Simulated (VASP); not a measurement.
# Si6C5 (a cell with a defect) in VASP: further runs, part 2 of 2

VASP 6.6.1. The steps go on from the part before.

**5. Single point, PBE**

The input, INCAR:

```
SYSTEM = Si6C5
  ALGO = Normal
  EDIFF = 1E-6
  ENCUT = 520
  GGA = PE
  ISIF = 2
  ISMEAR = 0
  LASPH = .True.
  LCHARG = .False.
  LREAL = .False.
  LWAVE = .False.
  NBANDS = 33
  NELECT = 42.0
  NELM = 60
  PREC = Accurate
  SIGMA = 0.01
```

The input, KPOINTS:

```
k-points
0
Gamma
  2 2 2
  0 0 0
```

The input, POSCAR:

```
Si6C5
1.0
    0.0000000000      0.0000000000      5.0742922929
    4.6379047742     -2.6776955698      0.0000000000
    0.0000000000      5.3553911397      0.0000000000
Si C
6 5
Direct
    0.4587720526      0.0000000000      0.3333333333
    0.4992723814      0.6666666667      0.6666666667
    0.4992723814      0.3333333333      1.0000000000
    1.0095393005      0.3449834436      0.3333333333
    1.0095393005      0.0000000000      0.6783167769
    1.0095393005      0.6550165564      0.9883498898
    0.8740544469      0.6666666667      0.6666666667
    0.8740544469      0.3333333333      1.0000000000
    0.3801793653      0.3347161034      0.3333333333
    0.3801793653      0.0000000000      0.6680494367
    0.3801793653      0.6652838966      0.9986172300
```

Potentials or basis: VASP PAW PBE potentials, release 64 (Si, C).

Run with:

```bash
$ cat potpaw_PBE.64/Si/POTCAR potpaw_PBE.64/C/POTCAR > POTCAR
$ mpirun -np 1 vasp_std > vasp.out
```

OUTCAR:

```text
SYSTEM = Si6C5
   EDIFF = 1E-6
   ENCUT = 520
   GGA = PE
   ISIF = 2
   ISMEAR = 0
   LASPH = .True.
   LREAL = .False.
   NELECT = 42.0
   NELM = 60
   PREC = Accurate

 ion  position               nearest neighbor table
   1  0.459  0.000  0.333-  11 1.84   9 1.84  10 1.84   6 2.93   4 2.93   5 2.93   3 3.10   2 3.10
                             2 3.10   2 3.10   3 3.10   3 3.10
   2  0.499  0.667  0.667-  10 1.88  11 1.88   9 1.88   7 1.90   5 3.04   6 3.04   4 3.04   3 3.09
                             3 3.09   3 3.09   1 3.10   1 3.10   1 3.10   5 3.13   6 3.13   4 3.13
   3  0.499  0.333  0.000-   9 1.88  11 1.88  10 1.88   8 1.90   4 3.04   6 3.04   5 3.04   2 3.09
                             2 3.09   2 3.09   1 3.10   1 3.10   1 3.10   4 3.13   6 3.13   5 3.13
   4  0.010  0.345  0.333-   9 1.88   8 1.88   7 1.88   1 2.93   6 3.04   5 3.04   5 3.04   6 3.04
                             3 3.04   2 3.04   3 3.13   2 3.13
   5  0.010  0.000  0.678-  10 1.88   7 1.88   8 1.88   1 2.93   6 3.04   4 3.04   4 3.04   6 3.04
                             2 3.04   3 3.04   2 3.13   3 3.13
   6  0.010  0.655  0.988-  11 1.88   8 1.88   7 1.88   1 2.93   4 3.04   5 3.04   5 3.04   4 3.04
                             3 3.04   2 3.04   3 3.13   2 3.13
   7  0.874  0.667  0.667-   5 1.88   6 1.88   4 1.88   2 1.90
   8  0.874  0.333  0.000-   4 1.88   6 1.88   5 1.88   3 1.90
   9  0.380  0.335  0.333-   1 1.84   3 1.88   2 1.88   4 1.88
  10  0.380  0.000  0.668-   1 1.84   2 1.88   3 1.88   5 1.88
  11  0.380  0.665  0.999-   1 1.84   3 1.88   2 1.88   6 1.88

  LATTYP: Found a hexagonal cell.
 ALAT       =     5.3553911397
 C/A-ratio  =     0.9475110520

  Lattice vectors:

 A1 = (   4.6379047742,  -2.6776955698,   0.0000000000)
 A2 = (   0.0000000000,   5.3553911397,   0.0000000000)
 A3 = (   0.0000000000,   0.0000000000,   5.0742922929)

Analysis of symmetry for initial positions (statically):
=====================================================================
 Subroutine PRICEL returns:
 Original cell was already a primitive cell.

 Routine SETGRP: Setting up the symmetry group for a
 hexagonal supercell.

 Subroutine GETGRP returns: Found  6 space group operations
 (whereof  2 operations were pure point group operations)
 out of a pool of 24 trial point group operations.

The static configuration has the point symmetry C_1h.
 The point group associated with its full space group is C_3v.

Analysis of symmetry for dynamics (positions and initial velocities):
=====================================================================
 Subroutine PRICEL returns:
 Original cell was already a primitive cell.

 Routine SETGRP: Setting up the symmetry group for a
 hexagonal supercell.

 Subroutine GETGRP returns: Found  6 space group operations
 (whereof  2 operations were pure point group operations)
 out of a pool of 24 trial point group operations.

The dynamic configuration has the point symmetry C_1h.
 The point group associated with its full space group is C_3v.

 Subroutine INISYM returns: Found  6 space group operations
 (whereof  2 operations are pure point group operations),
 and found     1 'primitive' translations

----------------------------------------------------------------------------------------

                                     Primitive cell

[... 70 lines left out ...]
   number of dos      NEDOS =    301   number of ions     NIONS =     11
   total plane-waves  NPLWV =  64000
   dimension x,y,z NGX =    40 NGY =   40 NGZ =   40
   dimension x,y,z NGXF=    80 NGYF=   80 NGZF=   80
   ions per type =               6   5
   NGX,Y,Z   is equivalent  to a cutoff of  13.10, 12.42, 12.42 a.u.
   NGXF,Y,Z  is equivalent  to a cutoff of  26.21, 24.83, 24.83 a.u.
 SYSTEM =  Si6C5
   PREC   = accura    normal or accurate (medium, high low for compatibility)
   ISTART =      0    job   : 0-new  1-cont  2-samecut
   ICHARG =      2    charge: 1-file 2-atom 10-const
   ISPIN  =      1    spin polarized calculation?
   LNONCOLLINEAR =      F non collinear calculations
   LSORBIT =      F    spin-orbit coupling
   LASPH  =      T    aspherical Exc in radial PAW
   ENCUT  =  520.0 eV  38.22 Ry    6.18 a.u.   9.43  9.96  9.96*2*pi/ulx,y,z
   NELM   =     60;   NELMIN=  2; NELMDL= -5     # of ELM steps
   EDIFF  = 0.1E-05   stopping-criterion for ELM
   LREAL  =      F    real-space projection
   EDIFFG = 0.1E-04   stopping-criterion for IOM
   NSW    =      0    number of steps for IOM
   IBRION =     -1    ionic relax: 0-MD 1-quasi-New 2-CG
   NFREE  =      0    steps in history (QN), initial steepest desc. (CG)
   ISIF   =      2    stress and relaxation
   ISYM   =      2    0-nonsym 1-usesym 2-fastsym
   POTIM  = 0.5000    time-step for ionic-motion
   TEBEG  =    0.0;   TEEND  =   0.0 temperature during run
   PSTRESS=    0.0 pullay stress
   NELECT =      42.0000    total number of electrons
   NUPDOWN=      -1.0000    fix difference up-down
   EMIN   =  10.00;   EMAX   =-10.00  energy-range for DOS
   EFERMI =   0.00;   METHOD = LEGACY
   ISMEAR =     0;   SIGMA  =   0.01  broadening in eV -4-tet -1-fermi 0-gaus
   EFERMI_NEDOS =   21; number of points for ismear=-14 and -15
   IALGO  =     38    algorithm
   IMIX   =      4    mixing-type and parameters
     AMIX     =   0.40;   BMIX     =  1.00
     AMIX_MAG =   1.60;   BMIX_MAG =  1.00
  volume/ion in A,a.u.               =      11.46        77.32
  Fermi-wavevector in a.u.,A,eV,Ry     =   1.134998  2.144835 17.527303  1.288220
  Thomas-Fermi vector in A             =   2.271702
   LORBIT       =      0    0 simple, 1 ext, 2 COOP (PROOUT), +10 PAW based schemes
   GGA     = PE    functional components
   LHFCALC =     F    Hartree Fock is set to
   AEXX    =    0.0000 exact exchange contribution
   IVDW    =     0    specifies the selected vdW correction
   LEPSILON=     F    determine dielectric tensor
   LRPA    =     F    only Hartree local field effects (RPA)
 non-spin polarized calculation
 Gauss-broadening in eV      SIGMA  =   0.01
  energy-cutoff  :      520.00
  volume of cell :      126.03
 maximum number of plane-waves:      3426
 NGX is ok and might be reduce to    40
   NGX = 19   NGY = 19   NGZ = 19

 number of electron      42.0000000 magnetization

 Free energy of the ion-electron system (eV)
  ---------------------------------------------------
  ext. energy  EPLUGINS =         0.00000000
  ---------------------------------------------------
  free energy    TOTEN  =       -94.59991715 eV

  energy without entropy =      -94.59991715  energy(sigma->0) =      -94.59991715

 E-fermi :   7.0201     XC(G=0): -10.7817

 val. band max:        6.9236768992   @ k =   0.0000   0.5000   0.0000
 cond. band min:       8.8759775734   @ k =   0.5000   0.5000   0.0000
 fundamental gap:      1.9523006741
 Fermi energy:         7.0200541860

 k-point     1 :       0.0000    0.0000    0.0000
  band No.  band energies     occupation
      1      -7.5241      2.00000
      2      -4.3352      2.00000
      3      -3.5472      2.00000
      4      -3.4937      2.00000
      5      -3.4937      2.00000
      6      -0.7948      2.00000
[... 133 lines left out ...]
     32      14.5260      0.00000
     33      15.3205      0.00000

------------------------ aborting loop because EDIFF is reached ----------------------------------------

  FORCE on cell =-STRESS in cart. coord.  units (eV):
  Direction    XX          YY          ZZ          XY          YZ          ZX
  --------------------------------------------------------------------------------------
  -------------------------------------------------------------------------------------
  Total      -23.2851024    -23.2851024    -21.1698982     -0.0000000      0.0000000      0.0000000
  in kB     -296.0058077   -296.0058077   -269.1168246     -0.0000000      0.0000000      0.0000000
  external PRESSURE =    -287.0428133 kB  Pullay stress =       0.0000000 kB

 VOLUME and BASIS-vectors are now :
 -----------------------------------------------------------------------------
  energy-cutoff  :      520.00
  volume of cell :      126.03
      direct lattice vectors                 reciprocal lattice vectors
     0.000000000  0.000000000  5.074292293     0.000000000  0.000000000  0.197071817
     4.637904774 -2.677695570  0.000000000     0.215614604  0.000000000  0.000000000
     0.000000000  5.355391140  0.000000000     0.107807302  0.186727724  0.000000000

 POSITION                                       TOTAL-FORCE (eV/Angst)
 -----------------------------------------------------------------------------------
      0.00000      1.78513      2.32794         0.000000      0.000000     -0.004967
      3.09194      1.78513      2.53345         0.000000      0.000000     -0.004739
      1.54597     -0.89257      2.53345         0.000000      0.000000     -0.004739
      1.60000      0.86137      0.04841         0.004900     -0.002829      0.001157
      0.00000      3.63265      0.04841         0.000000      0.005658      0.001157
      3.03790      3.53907      0.04841        -0.004900     -0.002829      0.001157
      3.09194      1.78513      4.43521         0.000000      0.000000     -0.007231
      1.54597     -0.89257      4.43521         0.000000      0.000000     -0.007231
      1.55238      0.88886      1.92914         0.002754     -0.001590      0.008478
      0.00000      3.57767      1.92914         0.000000      0.003180      0.008478
      3.08552      3.56656      1.92914        -0.002754     -0.001590      0.008478
 -----------------------------------------------------------------------------------
    total drift:                                0.000001     -0.000008      0.001377

  FREE ENERGIE OF THE ION-ELECTRON SYSTEM (eV)
  ---------------------------------------------------
  free  energy   TOTEN  =       -94.5999171542 eV

  energy  without entropy=      -94.5999171542  energy(sigma->0) =      -94.59991715
```

Run time: 11 s. Hardware: 1 thread of Intel Xeon 6975P-C (Granite Rapids), shared host; peak memory 0.22 GiB.

What came out:

```
Free energy   : -94.5999 eV
Largest force : 0.009 eV/Å
```

Forces on the atoms (eV/Å):
```
Si   0.000  0.000 -0.005
Si   0.000  0.000 -0.005
Si   0.000  0.000 -0.005
Si   0.005 -0.003  0.001
Si   0.000  0.006  0.001
Si  -0.005 -0.003  0.001
C    0.000  0.000 -0.007
C    0.000  0.000 -0.007
C    0.003 -0.002  0.008
C    0.000  0.003  0.008
C   -0.003 -0.002  0.008
```

Caveat: the k points lie up to 0.68 Å⁻¹ apart; the cell carries a net charge on a neutralising background, which shifts energy and pressure; the cell is charged against a uniform background, so pressure and absolute levels hang on convention.

**6. Single point, PBE, collinear spin (atoms taken out, then relaxed in part)**

The input, INCAR:

```
PREC = Accurate
ENCUT = 520
EDIFF = 1E-7
ISMEAR = 0
SIGMA = 0.01
LREAL = F
LASPH = T
NELM = 150
ALGO = Normal
ISIF = 2
LWAVE = F
LCHARG = T
ISPIN = 2
MAGMOM = 0.25 0 0 0.25 0.25 0.25 0 0 0 0 0
LORBIT = 11
GGA = PE
LELF = T
LVHAR = T
NELECT = 43.0
NBANDS = 37
```

The input, KPOINTS:

```
Automatic mesh
0
Gamma
  2 2 2
```

The input, POSCAR:

```
Si6C5
1.0
    0.0000000000      0.0000000000      5.0742922929
    4.6379047742     -2.6776955698      0.0000000000
    0.0000000000      5.3553911397      0.0000000000
Si C
6 5
Direct
    0.4758032948      0.0000000000      0.3333333333
    0.4992793885      0.6666666667      0.6666666667
    0.4992793885      0.3333333333      1.0000000000
    1.0069260262      0.3391768996      0.3333333333
    1.0069260262      0.0000000000      0.6725102329
    1.0069260262      0.6608231004      0.9941564338
    0.8736289581      0.6666666667      0.6666666667
    0.8736289581      0.3333333333      1.0000000000
    0.3773945467      0.3370832615      0.3333333333
    0.3773945467      0.0000000000      0.6704165949
    0.3773945467      0.6629167385      0.9962500718
```

Potentials or basis: VASP PAW PBE potentials, release 64 (Si, C).

Run with:

```bash
$ cat potpaw_PBE.64/Si/POTCAR potpaw_PBE.64/C/POTCAR > POTCAR
$ mpirun -np 1 vasp_std > vasp.out
```

Run time: 31 s. Hardware: 1 thread of Intel Xeon 6975P-C (Granite Rapids), shared host; peak memory 0.27 GiB.

Results (log left out):

| Item | Value |
| --- | --- |
| Free energy | -85.7350 eV |
| Largest force | 0.013 eV/Å |
| Net moment | 0.50 μB per cell |
| Site moments | Si +0.07, +0.01, +0.03 (each value once); C -0.00, +0.01 (each value once) μB |
| Valence electrons inside the program's atomic spheres | Si 1.59, 1.64, 1.58 (each value once); C 2.48, 2.52 (each value once) |

Forces in eV/Å, atoms in the order of the input:
```
Si   0.000  0.000 -0.009
Si   0.000  0.000 -0.007
Si   0.000  0.000 -0.007
Si   0.002 -0.001  0.013
Si   0.000  0.002  0.013
Si  -0.002 -0.001  0.013
C    0.000  0.000 -0.012
C    0.000  0.000 -0.012
C    0.001 -0.001  0.003
C    0.000  0.001  0.003
C   -0.001 -0.001  0.003
```

Levels at points of the mesh, in eV from the Fermi level:
Spin up:
```csv
k point,band 19,band 20,band 21,band 22,band 23,band 24
"(0.00, 0.00, 0.00)",-3.34,-2.24,-2.24,0.81,0.81,0.81
"(0.50, 0.00, 0.00)",-3.00,-2.22,-2.22,1.20,1.20,1.40
"(0.00, 0.50, 0.00)",-2.76,-2.67,-2.13,-0.09,0.75,0.90
"(0.50, 0.50, 0.00)",-3.81,-3.80,-2.53,-0.14,0.52,0.68
```
Spin down:
| k point | band 17 | band 18 | band 19 | band 20 | band 21 | band 22 | band 23 | band 24 | band 25 | band 26 |
| --- | --- | --- | --- | --- | --- | --- | --- | --- | --- | --- |
| (0.00, 0.00, 0.00) | -4.41 | -3.72 | -3.18 | -2.21 | -2.21 | 0.91 | 0.91 | 1.10 | 2.27 | 2.27 |
| (0.50, 0.00, 0.00) | -3.18 | -2.95 | -2.95 | -2.20 | -2.20 | 1.30 | 1.30 | 1.74 | 3.69 | 4.16 |
| (0.00, 0.50, 0.00) | -3.87 | -3.50 | -2.75 | -2.63 | -2.04 | 0.19 | 0.89 | 0.99 | 1.89 | 3.88 |
| (0.50, 0.50, 0.00) | -3.87 | -3.81 | -3.79 | -3.77 | -2.41 | 0.00 | 0.81 | 0.81 | 2.24 | 3.14 |

Caveat: the k points lie up to 0.68 Å⁻¹ apart; the cell carries a net charge on a neutralising background, which shifts energy and pressure; the cell differs from its parent crystal (atoms taken out, then relaxed in part); the cell is charged against a uniform background, so pressure and absolute levels hang on convention.
